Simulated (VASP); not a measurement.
# HfSiO4 (I4_1/amd) in VASP: a series of runs

HfSiO4 is run at these levels: PBE; tasks: single point.

Program: VASP 6.6.1. These are calculated values, not measurements. Logs are shortened: lines on timing, memory, paths and dates and some standing lists are left out, and cuts for length are marked.

## (1) The cell of the first run

The structure is tetragonal, space group I4_1/amd (No. 141). Conventional cell: a = 6.642 Å, b = 6.642 Å, c = 6.013 Å, α = 90.00°, β = 90.00°, γ = 90.00°. Within 2.8 Å of Hf (site symmetry -4m2) lie 8 O at 2.14 to 2.28 Å. Si (site symmetry -4m2) has 4 O at 1.64 Å within 2.2 Å. Within 2.3 Å of O (site symmetry m) lie 1 Si at 1.64 Å and 2 Hf at 2.14 to 2.28 Å.

## (2) Single point, PBE

The input, INCAR:

```
SYSTEM = HfSiO4
PREC = Accurate
ENCUT = 520
EDIFF = 1E-7
ISMEAR = 0
SIGMA = 0.1
LREAL = .FALSE.
LASPH = .TRUE.
NELM = 80
ALGO = Normal
ISIF = 2
LWAVE = .FALSE.
LCHARG = .FALSE.
GGA = PE
NBANDS = 50
```

The input, KPOINTS:

```
regular mesh
0
G
  4 4 4
  0 0 0
```

The input, POSCAR:

```
HfSiO4
1.0
   -3.3210954092      3.3210954092      3.0066189100
    3.3210954092     -3.3210954092      3.0066189100
    3.3210954092      3.3210954092     -3.0066189100
Hf Si O
2 2 8
Direct
    0.0000000000      0.0000000000      0.0000000000
    0.7500000000      0.2500000000      0.5000000000
    0.2500000000      0.7500000000      0.5000000000
    0.5000000000      0.5000000000      0.0000000000
    0.1348005253      0.3192953946      0.8155051306
    0.0692953946      0.7537902640      0.6844948694
    0.0692953946      0.3848005253      0.3155051306
    0.5037902640      0.3192953946      0.1844948694
    0.6807046054      0.4962097360      0.8155051306
    0.6151994747      0.9307046054      0.6844948694
    0.2462097360      0.9307046054      0.3155051306
    0.6807046054      0.8651994747      0.1844948694
```

Potentials or basis: VASP PAW PBE potentials, release 64 (Hf_pv, Si, O).

The run is started by

```
> cat potpaw_PBE.64/Hf_pv/POTCAR potpaw_PBE.64/Si/POTCAR potpaw_PBE.64/O/POTCAR > POTCAR
> mpirun -np 1 vasp_std > vasp.out
```

OUTCAR:

```text
SYSTEM = HfSiO4
   PREC = Accurate
   ENCUT = 520
   EDIFF = 1E-7
   ISMEAR = 0
   LREAL = .FALSE.
   LASPH = .TRUE.
   NELM = 80
   ISIF = 2
   GGA = PE

 ion  position               nearest neighbor table
   1  0.000  0.000  0.000-   6 2.14  11 2.14  10 2.14   7 2.14   8 2.28   9 2.28  12 2.28   5 2.28
                             4 3.01   4 3.01   2 3.65   2 3.65   2 3.65   2 3.65
   2  0.750  0.250  0.500-   8 2.14   9 2.14   5 2.14  12 2.14   6 2.28  11 2.28   7 2.28  10 2.28
                             3 3.01   3 3.01   1 3.65   1 3.65   1 3.65   1 3.65
   3  0.250  0.750  0.500-   7 1.64  10 1.64   6 1.64  11 1.64   2 3.01   2 3.01
   4  0.500  0.500  0.000-   5 1.64  12 1.64   9 1.64   8 1.64   1 3.01   1 3.01
   5  0.135  0.319  0.816-   4 1.64   2 2.14   1 2.28
   6  0.069  0.754  0.684-   3 1.64   1 2.14   2 2.28
   7  0.069  0.385  0.316-   3 1.64   1 2.14   2 2.28
   8  0.504  0.319  0.184-   4 1.64   2 2.14   1 2.28
   9  0.681  0.496  0.816-   4 1.64   2 2.14   1 2.28
  10  0.615  0.931  0.684-   3 1.64   1 2.14   2 2.28
  11  0.246  0.931  0.316-   3 1.64   1 2.14   2 2.28
  12  0.681  0.865  0.184-   4 1.64   2 2.14   1 2.28

  LATTYP: Found a body centered tetragonal cell.
 ALAT       =     6.6421908184
 C/A-ratio  =     0.9053094053

  Lattice vectors:

 A1 = (  -3.3210954092,   3.3210954092,   3.0066189100)
 A2 = (   3.3210954092,  -3.3210954092,   3.0066189100)
 A3 = (   3.3210954092,   3.3210954092,  -3.0066189100)

Analysis of symmetry for initial positions (statically):
=====================================================================
 Subroutine PRICEL returns:
 Original cell was already a primitive cell.

 Routine SETGRP: Setting up the symmetry group for a
 body centered tetragonal supercell.

 Subroutine GETGRP returns: Found 16 space group operations
 (whereof  8 operations were pure point group operations)
 out of a pool of 16 trial point group operations.

The static configuration has the point symmetry D_2d.
 The point group associated with its full space group is D_4h.

Analysis of symmetry for dynamics (positions and initial velocities):
=====================================================================
 Subroutine PRICEL returns:
 Original cell was already a primitive cell.

 Routine SETGRP: Setting up the symmetry group for a
 body centered tetragonal supercell.

 Subroutine GETGRP returns: Found 16 space group operations
 (whereof  8 operations were pure point group operations)
 out of a pool of 16 trial point group operations.

The dynamic configuration has the point symmetry D_2d.
 The point group associated with its full space group is D_4h.

 Subroutine INISYM returns: Found 16 space group operations
 (whereof  8 operations are pure point group operations),
 and found     1 'primitive' translations

----------------------------------------------------------------------------------------

                                     Primitive cell

  volume of cell :     132.6481

  direct lattice vectors                    reciprocal lattice vectors
    -3.321095409  3.321095409  3.006618910     0.000000000  0.150552736  0.166299759
     3.321095409 -3.321095409  3.006618910     0.150552736  0.000000000  0.166299759
     3.321095409  3.321095409 -3.006618910     0.150552736  0.150552736  0.000000000

  length of vectors
     5.576657306  5.576657306  5.576657306     0.224325068  0.224325068  0.212913721

  position of ions in fractional coordinates (direct lattice)
     0.000000000  0.000000000  0.000000000
     0.750000000  0.250000000  0.500000000
     0.250000000  0.750000000  0.500000000
     0.500000000  0.500000000  0.000000000
     0.134800525  0.319295395  0.815505131
     0.069295395  0.753790264  0.684494869
     0.069295395  0.384800525  0.315505131
     0.503790264  0.319295395  0.184494869
     0.680704605  0.496209736  0.815505131
     0.615199475  0.930704605  0.684494869
     0.246209736  0.930704605  0.315505131
     0.680704605  0.865199475  0.184494869

  ion indices of the primitive-cell ions
   primitive index   ion index
                 1           1
                 2           2
                 3           3
                 4           4
                 5           5
                 6           6
                 7           7
                 8           8
                 9           9
                10          10
                11          11
                12          12

----------------------------------------------------------------------------------------

 KPOINTS: regular mesh

Automatic generation of k-mesh.
 Grid dimensions read from file:
 generate k-points for:    4    4    4

 Generating k-lattice:

  Cartesian coordinates                     Fractional coordinates (reciprocal lattice)
     0.000000000  0.037638184  0.041574940     0.250000000  0.000000000  0.000000000
     0.037638184  0.000000000  0.041574940     0.000000000  0.250000000  0.000000000
     0.037638184  0.037638184  0.000000000     0.000000000  0.000000000  0.250000000

  Length of vectors
     0.056081267  0.056081267  0.053228430

  Shift w.r.t. Gamma in fractional coordinates (k-lattice)
     0.000000000  0.000000000  0.000000000

 Subroutine IBZKPT returns following result:
 ===========================================

 Found     13 irreducible k-points:

 Following reciprocal coordinates:
            Coordinates               Weight
  0.000000  0.000000  0.000000      1.000000
  0.250000  0.000000  0.000000      8.000000
  0.500000  0.000000  0.000000      4.000000
  0.250000  0.250000  0.000000      8.000000
  0.500000  0.250000  0.000000     16.000000
 -0.250000  0.250000  0.000000      4.000000
  0.500000  0.500000  0.000000      2.000000
  0.250000  0.250000  0.250000      2.000000
 -0.250000  0.250000  0.250000      4.000000
  0.500000  0.500000  0.250000      4.000000
 -0.250000  0.500000  0.250000      8.000000
 -0.250000 -0.250000  0.250000      2.000000
  0.500000  0.500000  0.500000      1.000000
   k-points           NKPTS =     13   k-points in BZ     NKDIM =     13   number of bands    NBANDS=     50
   number of dos      NEDOS =    301   number of ions     NIONS =     12
   total plane-waves  NPLWV =  74088
   dimension x,y,z NGX =    42 NGY =   42 NGZ =   42
   dimension x,y,z NGXF=    84 NGYF=   84 NGZF=   84
   ions per type =               2   2   8
   NGX,Y,Z   is equivalent  to a cutoff of  12.52, 12.52, 12.52 a.u.
   NGXF,Y,Z  is equivalent  to a cutoff of  25.04, 25.04, 25.04 a.u.
 SYSTEM =  HfSiO4
   PREC   = accura    normal or accurate (medium, high low for compatibility)
   ISTART =      0    job   : 0-new  1-cont  2-samecut
   ICHARG =      2    charge: 1-file 2-atom 10-const
   ISPIN  =      1    spin polarized calculation?
   LNONCOLLINEAR =      F non collinear calculations
   LSORBIT =      F    spin-orbit coupling
   LASPH  =      T    aspherical Exc in radial PAW
   ENCUT  =  520.0 eV  38.22 Ry    6.18 a.u.  10.37 10.37 10.37*2*pi/ulx,y,z
   NELM   =     80;   NELMIN=  2; NELMDL= -5     # of ELM steps
   EDIFF  = 0.1E-06   stopping-criterion for ELM
   LREAL  =      F    real-space projection
   EDIFFG = 0.1E-05   stopping-criterion for IOM
   NSW    =      0    number of steps for IOM
   IBRION =     -1    ionic relax: 0-MD 1-quasi-New 2-CG
   NFREE  =      0    steps in history (QN), initial steepest desc. (CG)
   ISIF   =      2    stress and relaxation
   ISYM   =      2    0-nonsym 1-usesym 2-fastsym
   POTIM  = 0.5000    time-step for ionic-motion
   TEBEG  =    0.0;   TEEND  =   0.0 temperature during run
   PSTRESS=    0.0 pullay stress
   NELECT =      76.0000    total number of electrons
   NUPDOWN=      -1.0000    fix difference up-down
   EMIN   =  10.00;   EMAX   =-10.00  energy-range for DOS
   EFERMI =   0.00;   METHOD = LEGACY
   ISMEAR =     0;   SIGMA  =   0.10  broadening in eV -4-tet -1-fermi 0-gaus
   EFERMI_NEDOS =   21; number of points for ismear=-14 and -15
   IALGO  =     38    algorithm
   IMIX   =      4    mixing-type and parameters
     AMIX     =   0.40;   BMIX     =  1.00
     AMIX_MAG =   1.60;   BMIX_MAG =  1.00
  volume/ion in A,a.u.               =      11.05        74.60
  Fermi-wavevector in a.u.,A,eV,Ry     =   1.359708  2.569476 25.154532  1.848806
  Thomas-Fermi vector in A             =   2.486433
   LORBIT       =      0    0 simple, 1 ext, 2 COOP (PROOUT), +10 PAW based schemes
   GGA     = PE    functional components
   LHFCALC =     F    Hartree Fock is set to
   AEXX    =    0.0000 exact exchange contribution
   IVDW    =     0    specifies the selected vdW correction
   LEPSILON=     F    determine dielectric tensor
   LRPA    =     F    only Hartree local field effects (RPA)
 non-spin polarized calculation
 Gauss-broadening in eV      SIGMA  =   0.10
  energy-cutoff  :      520.00
  volume of cell :      132.65
 maximum number of plane-waves:      3595
 NGX is ok and might be reduce to    42
   NGX = 21   NGY = 21   NGZ = 21

 number of electron      76.0000017 magnetization

 Free energy of the ion-electron system (eV)
  ---------------------------------------------------
  ext. energy  EPLUGINS =         0.00000000
  ---------------------------------------------------
  free energy    TOTEN  =      -108.65878137 eV

  energy without entropy =     -108.65878137  energy(sigma->0) =     -108.65878137

 E-fermi :   3.5275     XC(G=0): -10.9456

 val. band max:        3.0689593126   @ k =   0.0000   0.0000   0.0000
 cond. band min:       8.3446724709   @ k =   0.2500   0.2500   0.2500
 fundamental gap:      5.2757131583
 Fermi energy:         3.5275017020

 k-point     1 :       0.0000    0.0000    0.0000
  band No.  band energies     occupation
      1     -26.3995      2.00000
      2     -26.3995      2.00000
      3     -26.3394      2.00000
      4     -26.3300      2.00000
      5     -26.2442      2.00000
      6     -26.2442      2.00000
[... 42 lines left out ...]
     49      12.0643      0.00000
     50      12.6626      0.00000
[... 634 lines left out ...]
     49      12.5173      0.00000
     50      12.5173      0.00000

------------------------ aborting loop because EDIFF is reached ----------------------------------------

  FORCE on cell =-STRESS in cart. coord.  units (eV):
  Direction    XX          YY          ZZ          XY          YZ          ZX
  --------------------------------------------------------------------------------------
  -------------------------------------------------------------------------------------
  Total       -1.2919391     -1.2919391     -0.9435268      0.0000000     -0.0000000      0.0000000
  in kB      -15.6045604    -15.6045604    -11.3962965      0.0000000     -0.0000000      0.0000000
  external PRESSURE =     -14.2018057 kB  Pullay stress =       0.0000000 kB

 VOLUME and BASIS-vectors are now :
 -----------------------------------------------------------------------------
  energy-cutoff  :      520.00
  volume of cell :      132.65
      direct lattice vectors                 reciprocal lattice vectors
    -3.321095409  3.321095409  3.006618910     0.000000000  0.150552736  0.166299759
     3.321095409 -3.321095409  3.006618910     0.150552736  0.000000000  0.166299759
     3.321095409  3.321095409 -3.006618910     0.150552736  0.150552736  0.000000000

 POSITION                                       TOTAL-FORCE (eV/Angst)
 -----------------------------------------------------------------------------------
      0.00000      0.00000      0.00000        -0.000000      0.000000      0.000000
      0.00000      3.32110      1.50331        -0.000000      0.000000      0.000000
      3.32110      0.00000      1.50331        -0.000000      0.000000      0.000000
      0.00000      0.00000      3.00662        -0.000000      0.000000      0.000000
      3.32110      2.09565     -1.08662        -0.000000     -0.107581     -0.152298
      4.54655     -0.00000      0.41669         0.107581      0.000000     -0.152298
      2.09565     -0.00000      0.41669        -0.107581      0.000000     -0.152298
     -0.00000      1.22545      1.92000         0.000000      0.107581     -0.152298
      2.09565      3.32110      1.08662        -0.107581      0.000000      0.152298
      3.32110      1.22545      2.58993        -0.000000      0.107581      0.152298
      3.32110     -1.22545      2.58993        -0.000000     -0.107581      0.152298
      1.22545      0.00000      4.09324         0.107581      0.000000      0.152298
 -----------------------------------------------------------------------------------
    total drift:                                0.000000      0.000000     -0.000000

  FREE ENERGIE OF THE ION-ELECTRON SYSTEM (eV)
  ---------------------------------------------------
  free  energy   TOTEN  =      -108.6587813728 eV

  energy  without entropy=     -108.6587813728  energy(sigma->0) =     -108.65878137
```

Wall time 62 s (1 thread of Intel Xeon 6975P-C (Granite Rapids), shared host); peak memory 0.28 GiB.

What came out:

- Free energy: -108.6588 eV
- Pressure: -1.4 GPa
- Largest force: 0.186 eV/Å
- Band gap on the k mesh: 5.28 eV (least direct gap 5.61 eV)

Forces on the atoms (eV/Å):
```
Hf   0.000  0.000  0.000
Hf   0.000  0.000  0.000
Si   0.000  0.000  0.000
Si   0.000  0.000  0.000
O    0.000 -0.108 -0.152
O    0.108  0.000 -0.152
O   -0.108  0.000 -0.152
O    0.000  0.108 -0.152
O   -0.108  0.000  0.152
O    0.000  0.108  0.152
O    0.000 -0.108  0.152
O    0.108  0.000  0.152
```

Caveat: spin-orbit coupling is left out, which moves the levels of the heavy elements. A k mesh can miss the band edges.

## (3) Single point, PBE

The input, INCAR:

```
PREC = Accurate
ENCUT = 520
EDIFF = 1E-6
ISMEAR = 0
SIGMA = 0.02
LREAL = False
LASPH = True
NELM = 80
ALGO = Normal
ISIF = 2
LWAVE = False
LCHARG = False
GGA = PE
NBANDS = 50
```

The input, KPOINTS:

```
regular mesh
0
Gamma
  6 6 6
```

The input, POSCAR:

```
HfSiO4
1.0
   -3.3232915243      3.3232915243      3.0072579286
    3.3232915243     -3.3232915243      3.0072579286
    3.3232915243      3.3232915243     -3.0072579286
Hf Si O
2 2 8
Direct
    0.0000000000      0.0000000000      0.0000000000
    0.7500000000      0.2500000000      0.5000000000
    0.2500000000      0.7500000000      0.5000000000
    0.5000000000      0.5000000000      0.0000000000
    0.1347237702      0.3189037171      0.8158200531
    0.0689037171      0.7530836641      0.6841799469
    0.0689037171      0.3847237702      0.3158200531
    0.5030836641      0.3189037171      0.1841799469
    0.6810962829      0.4969163359      0.8158200531
    0.6152762298      0.9310962829      0.6841799469
    0.2469163359      0.9310962829      0.3158200531
    0.6810962829      0.8652762298      0.1841799469
```

Potentials or basis: VASP PAW PBE potentials, release 64 (Hf_pv, Si, O).

The run is started by

```
> cat potpaw_PBE.64/Hf_pv/POTCAR potpaw_PBE.64/Si/POTCAR potpaw_PBE.64/O/POTCAR > POTCAR
> mpirun -np 1 vasp_std > vasp.out
```

It took 1.8 min on 1 thread of Intel Xeon 6975P-C (Granite Rapids), shared host; peak memory 0.35 GiB.

Results (log left out):

```yaml
Free_energy: -108.6577 eV
Pressure: -1.7 GPa
Largest_force: 0.181 eV/Å
Band_gap_on_the_k_mesh: 5.27 eV (least direct gap 5.59 eV)
```

Forces on the atoms (eV/Å):
```
Hf   0.000  0.000  0.000
Hf   0.000  0.000  0.000
Si   0.000  0.000  0.000
Si   0.000  0.000  0.000
O    0.000 -0.125 -0.131
O    0.125  0.000 -0.131
O   -0.125  0.000 -0.131
O    0.000  0.125 -0.131
O   -0.125  0.000  0.131
O    0.000  0.125  0.131
O    0.000 -0.125  0.131
O    0.125  0.000  0.131
```

Stress tensor (GPa, compression positive):
```
-1.79  0.00  0.00
 0.00 -1.79  0.00
 0.00  0.00 -1.44
```

Levels at points of the mesh, in eV from the valence-band top:
```tsv
k point	band 36	band 37	band 38	band 39	band 40	band 41
(0.00, 0.00, 0.00)	-0.60	-0.53	0.00	5.60	5.91	5.96
(0.50, 0.00, 0.00)	-0.80	-0.24	-0.22	5.50	5.66	6.39
(0.50, 0.50, 0.00)	-0.89	-0.58	-0.58	5.28	5.28	6.34
(0.50, 0.50, 0.50)	-1.07	-0.89	-0.89	6.06	6.06	6.37
```

Caveat: spin-orbit coupling is left out, which moves the levels of the heavy elements. A k mesh can miss the band edges.
